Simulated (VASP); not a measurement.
# Hf2Si3 in VASP: a series of runs, part 3 of 3

VASP 6.6.1.

### 7 Single point, PBE

This run uses another cell than the first one: it holds 10 atoms, not 5.

Contents of INCAR:

```
SYSTEM = Hf2Si3
PREC = Accurate
ENCUT = 520
EDIFF = 1E-6
ISMEAR = 0
SIGMA = 0.2
LREAL = .False.
LASPH = .True.
NELM = 100
ALGO = Normal
ISIF = 2
LWAVE = .False.
LCHARG = .False.
GGA = PE
NBANDS = 43
```

Contents of KPOINTS:

```
regular mesh
0
Gamma
  6 4 4
  0 0 0
```

Contents of POSCAR:

```
Hf2Si3
1.0
    3.7325583610     -0.0007997656      0.0008593918
   -0.0013384181      6.4614229148     -0.0026249660
    0.0017638924     -0.0031165306      7.6127877210
Hf Si
4 6
Direct
   -0.0000822374      0.3329564412      0.8040016937
    0.5000216567      0.8330515658      0.8040139301
    0.4999718275      0.1669937374      0.1960045403
    0.9999332804      0.6669423569      0.1960021467
    0.4999228284      0.5000083725     -0.0000312226
    0.0000202423     -0.0000271962      0.0000209985
    0.0001262693      0.3330754243      0.4279648141
    0.5000317899      0.8330070909      0.4279842443
    0.5000562684      0.1669799755      0.5719820722
    0.9999980745      0.6670122317      0.5720567825
```

Potentials or basis: VASP PAW PBE potentials, release 64 (Hf_pv, Si).

On the command line:

```sh
> cat potpaw_PBE.64/Hf_pv/POTCAR potpaw_PBE.64/Si/POTCAR > POTCAR
> mpirun -np 1 vasp_std > vasp.out
```

OUTCAR:

```text
SYSTEM = Hf2Si3
   PREC = Accurate
   ENCUT = 520
   EDIFF = 1E-6
   ISMEAR = 0
   LREAL = .False.
   LASPH = .True.
   NELM = 100
   ISIF = 2
   GGA = PE

 ion  position               nearest neighbor table
   1  1.000  0.333  0.804-   6 2.62   5 2.62   5 2.62   9 2.78   9 2.78  10 2.79   7 2.86   3 3.68
                             3 3.68   4 3.68   2 3.73   2 3.73   2 3.73   2 3.73
   2  0.500  0.833  0.804-   5 2.62   6 2.62   6 2.62  10 2.78  10 2.78   9 2.79   8 2.86   4 3.68
                             3 3.68   4 3.68   1 3.73   1 3.73   1 3.73   1 3.73
   3  0.500  0.167  0.196-   5 2.62   6 2.62   6 2.62   7 2.78   7 2.78   8 2.79   9 2.86   1 3.68
                             2 3.68   1 3.68   4 3.73   4 3.73   4 3.73   4 3.73
   4  1.000  0.667  0.196-   6 2.62   5 2.62   5 2.62   8 2.78   8 2.78   7 2.79  10 2.86   2 3.68
                             2 3.68   1 3.68   3 3.73   3 3.73   3 3.73   3 3.73
   5  0.500  0.500  1.000-   2 2.62   3 2.62   4 2.62   1 2.62   4 2.62   1 2.62
   6  0.000  1.000  0.000-   1 2.62   4 2.62   2 2.62   3 2.62   2 2.62   3 2.62
   7  0.000  0.333  0.428-   9 2.42   9 2.42  10 2.42   3 2.78   3 2.78   4 2.79   1 2.86
   8  0.500  0.833  0.428-  10 2.42  10 2.42   9 2.42   4 2.78   4 2.78   3 2.79   2 2.86
   9  0.500  0.167  0.572-   7 2.42   7 2.42   8 2.42   1 2.78   1 2.78   2 2.79   3 2.86
  10  1.000  0.667  0.572-   8 2.42   8 2.42   7 2.42   2 2.78   2 2.78   1 2.79   4 2.86

  LATTYP: Found a triclinic cell.
 ALAT       =     9.8710336611
 B/A-ratio  =     0.3781324909
 C/A-ratio  =     1.0111602898
 COS(alpha) =     0.0000795344
 COS(beta)  =     0.4234043200
 COS(gamma) =     0.7559890740

  Lattice vectors:

 A1 = (  -7.4637783039,  -6.4598233836,   0.0009061824)
 A2 = (  -3.7325583610,   0.0007997656,  -0.0008593918)
 A3 = (  -0.0004254743,  -6.4583063842,  -7.6101627550)

Analysis of symmetry for initial positions (statically):
=====================================================================
 Subroutine PRICEL returns:
 Original cell was already a primitive cell.

 Routine SETGRP: Setting up the symmetry group for a
 triclinic supercell.

 Subroutine GETGRP returns: Found  1 space group operations
 (whereof  1 operations were pure point group operations)
 out of a pool of  2 trial point group operations.

The static configuration has the point symmetry C_1 .

Analysis of symmetry for dynamics (positions and initial velocities):
=====================================================================
 Subroutine PRICEL returns:
 Original cell was already a primitive cell.

 Routine SETGRP: Setting up the symmetry group for a
 triclinic supercell.

 Subroutine GETGRP returns: Found  1 space group operations
 (whereof  1 operations were pure point group operations)
 out of a pool of  2 trial point group operations.

The dynamic configuration has the point symmetry C_1 .

 Subroutine INISYM returns: Found  1 space group operations
 (whereof  1 operations are pure point group operations),
 and found     1 'primitive' translations

----------------------------------------------------------------------------------------

                                     Primitive cell

  volume of cell :     183.6024

[... 84 lines left out ...]
  0.500000  0.250000  0.250000      2.000000
 [... further k-points ...]
   k-points           NKPTS =     52   k-points in BZ     NKDIM =     52   number of bands    NBANDS=     43
   number of dos      NEDOS =    301   number of ions     NIONS =     10
   total plane-waves  NPLWV =  80640
   dimension x,y,z NGX =    28 NGY =   48 NGZ =   60
   dimension x,y,z NGXF=    56 NGYF=   96 NGZF=  120
   ions per type =               4   6
   NGX,Y,Z   is equivalent  to a cutoff of  12.47, 12.35, 13.10 a.u.
   NGXF,Y,Z  is equivalent  to a cutoff of  24.94, 24.70, 26.21 a.u.
 SYSTEM =  Hf2Si3
   PREC   = accura    normal or accurate (medium, high low for compatibility)
   ISTART =      0    job   : 0-new  1-cont  2-samecut
   ICHARG =      2    charge: 1-file 2-atom 10-const
   ISPIN  =      1    spin polarized calculation?
   LNONCOLLINEAR =      F non collinear calculations
   LSORBIT =      F    spin-orbit coupling
   LASPH  =      T    aspherical Exc in radial PAW
   ENCUT  =  520.0 eV  38.22 Ry    6.18 a.u.   6.94 12.01 14.15*2*pi/ulx,y,z
   NELM   =    100;   NELMIN=  2; NELMDL= -5     # of ELM steps
   EDIFF  = 0.1E-05   stopping-criterion for ELM
   LREAL  =      F    real-space projection
   EDIFFG = 0.1E-04   stopping-criterion for IOM
   NSW    =      0    number of steps for IOM
   IBRION =     -1    ionic relax: 0-MD 1-quasi-New 2-CG
   NFREE  =      0    steps in history (QN), initial steepest desc. (CG)
   ISIF   =      2    stress and relaxation
   ISYM   =      2    0-nonsym 1-usesym 2-fastsym
   POTIM  = 0.5000    time-step for ionic-motion
   TEBEG  =    0.0;   TEEND  =   0.0 temperature during run
   PSTRESS=    0.0 pullay stress
   NELECT =      64.0000    total number of electrons
   NUPDOWN=      -1.0000    fix difference up-down
   EMIN   =  10.00;   EMAX   =-10.00  energy-range for DOS
   EFERMI =   0.00;   METHOD = LEGACY
   ISMEAR =     0;   SIGMA  =   0.20  broadening in eV -4-tet -1-fermi 0-gaus
   EFERMI_NEDOS =   21; number of points for ismear=-14 and -15
   IALGO  =     38    algorithm
   IMIX   =      4    mixing-type and parameters
     AMIX     =   0.40;   BMIX     =  1.00
     AMIX_MAG =   1.60;   BMIX_MAG =  1.00
  volume/ion in A,a.u.               =      18.36       123.90
  Fermi-wavevector in a.u.,A,eV,Ry     =   1.152149  2.177246 18.061021  1.327448
  Thomas-Fermi vector in A             =   2.288802
   LORBIT       =      0    0 simple, 1 ext, 2 COOP (PROOUT), +10 PAW based schemes
   GGA     = PE    functional components
   LHFCALC =     F    Hartree Fock is set to
   AEXX    =    0.0000 exact exchange contribution
   IVDW    =     0    specifies the selected vdW correction
   LEPSILON=     F    determine dielectric tensor
   LRPA    =     F    only Hartree local field effects (RPA)
 non-spin polarized calculation
 Gauss-broadening in eV      SIGMA  =   0.20
  energy-cutoff  :      520.00
  volume of cell :      183.60
 maximum number of plane-waves:      5004
   NGX = 13   NGY = 25   NGZ = 29

 number of electron      64.0000001 magnetization

 Free energy of the ion-electron system (eV)
  ---------------------------------------------------
  ext. energy  EPLUGINS =         0.00000000
  ---------------------------------------------------
  free energy    TOTEN  =       -77.46387089 eV

  energy without entropy =      -77.43681870  energy(sigma->0) =      -77.45034480

 E-fermi :   6.8710     XC(G=0): -10.9205

 val. band max:        6.7083160423   @ k =   0.1667  -0.0000   0.5000
 cond. band min:       6.9030868403   @ k =   0.1667  -0.0000   0.0000
 fundamental gap:      0.1947707980
 Fermi energy:         6.8709618518

 k-point     1 :       0.0000    0.0000    0.0000
  band No.  band energies     occupation
      1     -24.0613      2.00000
      2     -24.0423      2.00000
      3     -24.0369      2.00000
      4     -23.9675      2.00000
      5     -23.9576      2.00000
      6     -23.9352      2.00000
[... 1093 lines left out ...]
     42      10.0449      0.00000
     43      10.3204      0.00000

 [... further k-points ...]

------------------------ aborting loop because EDIFF is reached ----------------------------------------

  FORCE on cell =-STRESS in cart. coord.  units (eV):
  Direction    XX          YY          ZZ          XY          YZ          ZX
  --------------------------------------------------------------------------------------
  -------------------------------------------------------------------------------------
  Total       -0.1874618     -0.1316729      0.0184730      0.0158759      0.0075446     -0.0466702
  in kB       -1.6358559     -1.1490228      0.1612021      0.1385386      0.0658364     -0.4072599
  external PRESSURE =      -0.8745589 kB  Pullay stress =       0.0000000 kB

 VOLUME and BASIS-vectors are now :
 -----------------------------------------------------------------------------
  energy-cutoff  :      520.00
  volume of cell :      183.60
      direct lattice vectors                 reciprocal lattice vectors
     3.732558361 -0.000799766  0.000859392     0.267912783  0.000055470 -0.000062053
    -0.001338418  6.461422915 -0.002624966     0.000033146  0.154764705  0.000063350
     0.001763892 -0.003116531  7.612787721    -0.000030233  0.000053358  0.131357954

 POSITION                                       TOTAL-FORCE (eV/Angst)
 -----------------------------------------------------------------------------------
      3.73322      2.14807      6.12068         0.002290      0.000407      0.016254
      1.86666      5.37979      6.11903        -0.000477     -0.003192      0.015709
      1.86630      1.07801      1.49213         0.002486      0.002490     -0.018441
      3.73176      4.30799      1.49123         0.001440      0.003897     -0.016936
      1.86709      3.22725      7.61167         0.000499     -0.001462      0.000676
     -0.00126      6.46125     -0.00247        -0.001451      0.000737      0.001298
      0.00078      2.15081      3.25713        -0.000163     -0.003443      0.027820
      1.86604      5.38068      3.25640         0.002004     -0.000887      0.025163
      1.86727      1.07675      4.35437        -0.003660      0.001699     -0.024677
      3.73267      4.30727      4.35406        -0.002969     -0.000245     -0.026868
 -----------------------------------------------------------------------------------
    total drift:                               -0.000005     -0.000002     -0.000023

  FREE ENERGIE OF THE ION-ELECTRON SYSTEM (eV)
  ---------------------------------------------------
  free  energy   TOTEN  =       -77.4638708914 eV

  energy  without entropy=      -77.4368187003  energy(sigma->0) =      -77.45034480
```

It took 4.7 min on 1 thread of Intel Xeon Platinum 8488C (Sapphire Rapids), shared host; peak memory 0.47 GiB.

What came out:

```
Free energy            : -77.4639 eV
Pressure               : -0.1 GPa
Largest force          : 0.028 eV/Å
Band gap on the k mesh : zero (bands 32 and 33 overlap by 0.60 eV)
```

Forces in eV/Å, atoms in the order of the input:
```
Hf   0.002  0.000  0.016
Hf   0.000 -0.003  0.016
Hf   0.002  0.002 -0.018
Hf   0.001  0.004 -0.017
Si   0.000 -0.001  0.001
Si  -0.001  0.001  0.001
Si   0.000 -0.003  0.028
Si   0.002 -0.001  0.025
Si  -0.004  0.002 -0.025
Si  -0.003  0.000 -0.027
```

Stress tensor (GPa, compression positive):
```
-0.16  0.01 -0.04
 0.01 -0.11  0.01
-0.04  0.01  0.02
```

Caveat: spin-orbit coupling is left out, which moves the levels of the heavy elements.

### 8 Summary

```tsv
task	cell	k mesh	cutoff (eV)	smearing	gap on the mesh (eV)	pressure (GPa)	largest force (eV/Å)
single point	a = 3.732, b = 3.732, c = 7.605 Å, angles 90.0, 90.0, 120.0°, 5 atoms, atomic positions A	6 × 6 × 4	520	gaussian 0.1 eV	none	0.0	0.02
single point	a = 4.179, b = 4.179, c = 6.621 Å, angles 90.0, 90.0, 120.0°, 5 atoms, atomic positions B	6 × 6 × 4	520	gaussian 0.1 eV	none	1.4	2.64
single point	a = 3.731, b = 3.731, c = 7.613 Å, angles 90.0, 90.0, 120.0°, 5 atoms, atomic positions A	12 × 12 × 6	520	gaussian 0.1 eV	none	-0.1	0.02
relaxation of cell and atoms	relaxed from a = 4.179, b = 4.179, c = 6.621 Å, angles 90.0, 90.0, 120.0°, 5 atoms, atomic positions B	6 × 6 × 4	600	gaussian 0.1 eV	none	0.0	-
single point	a = 3.731, b = 6.462, c = 7.613 Å, 10 atoms, atomic positions C	6 × 4 × 4	520	gaussian 0.2 eV	none	0.0	0.03
single point	a = 3.733, b = 6.461, c = 7.613 Å, 10 atoms, atomic positions C	6 × 4 × 4	520	gaussian 0.2 eV	none	-0.1	0.03
```

Alike in all rows: level PBE; potentials or basis VASP PAW PBE potentials, release 64 (Hf_pv, Si); no spin polarisation.

Caveats: spin-orbit coupling is left out, which moves the levels of the heavy elements; forces of over 1 eV/Å act on the atoms, so gaps and moduli don't describe the material at rest (at least some runs); a cell axis changed by over 15 % at a fixed basis, so the end point is rough (at least some runs).

Absolute energies hang on the potentials; compare differences alone.
